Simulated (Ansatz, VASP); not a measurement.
# Ag: VASP beside Ansatz

INCAR

```
PREC     = Accurate       # precision mode
ENCUT    = 520            # plane-wave cutoff, eV
EDIFF    = 1E-6           # SCF threshold, eV
ISMEAR   = -1             # smearing method
SIGMA    = 0.1            # smearing width, eV
LREAL    = F              # projectors in reciprocal space
LASPH    = T              # aspherical terms in the spheres
NELM     = 80             # most SCF steps
ALGO     = Normal         # electronic algorithm
ISIF     = 2              # what is computed and relaxed
LWAVE    = F              # write WAVECAR
LCHARG   = T              # write CHGCAR
GGA      = B5             # functional
ALDAX    = 1.0          
AGGAX    = 1.0          
AGGAC    = 1.0          
ALDAC    = 0.0          
LELF     = T              # ELF
LVHAR    = T            
NBANDS   = 18             # bands
```

KPOINTS

```
regular mesh
0
Gamma
  13 13 7
```

File POSCAR:

```
Ag
1.0
    3.1422127210      0.0000000000      0.0000000000
   -1.5711063605      2.7212360405      0.0000000000
    0.0000000000      0.0000000000      5.0713350733
Ag
2
Direct
    0.3333333333      0.6666666667      0.2500000000
    0.6666666667      0.3333333333      0.7500000000
```

Input for Ansatz:

```yaml
crystal:
  lattice:
    - [3.142212721, 0.0, 0.0]
    - [-1.5711063605, 2.7212360405, 0.0]
    - [0.0, 0.0, 5.0713350733]
  atoms:
    - { symbol: Ag, position: [0.3333333333, 0.6666666667, 0.25] }
    - { symbol: Ag, position: [0.6666666667, 0.3333333333, 0.75] }
hamiltonian:
  xc: blyp
  pseudopotentials:
    kind: paw
    azcp:
      Ag: "pseudopotentials/Ag.paw.azcp"
basis:
  ecutwfc: 420
  fft_grid_basis: typed
kpoints:
  mp_grid: { grid: [13, 13, 7], shift: [0, 0, 0] }
magnetization:
  spin_polarized: false
scf:
  occupations: { method: fermi_dirac, width: 0.1 }
  lower_state_search: "off"
output:
  stress: true
```

Alike in both runs: task single point; functional BLYP; k mesh 13 × 13 × 7; occupations fermi-dirac, width 0.1 eV; no spin polarisation.

|  | VASP | Ansatz |
| --- | --- | --- |
| version | VASP 6.6.1 | Ansatz 0.2.0 |
| potentials or method | VASP PAW PBE potentials, release 64 (Ag), cutoff 520 eV | plane waves (420 eV) with PAW, scalar-relativistic |
| valence electrons in the cell | 22 | 38 |

```tsv
	VASP	Ansatz	Ansatz less VASP
pressure (GPa)	-5.6	-5.7	-0.07
traceless stress, the component that is largest in VASP (GPa)	0.62	0.61	-0.005
```

VASP's potentials were made for PBE, not for BLYP. VASP's potentials hold 22 valence electrons a cell and Ansatz's 38, so a difference there can come from the potentials and not from the codes.
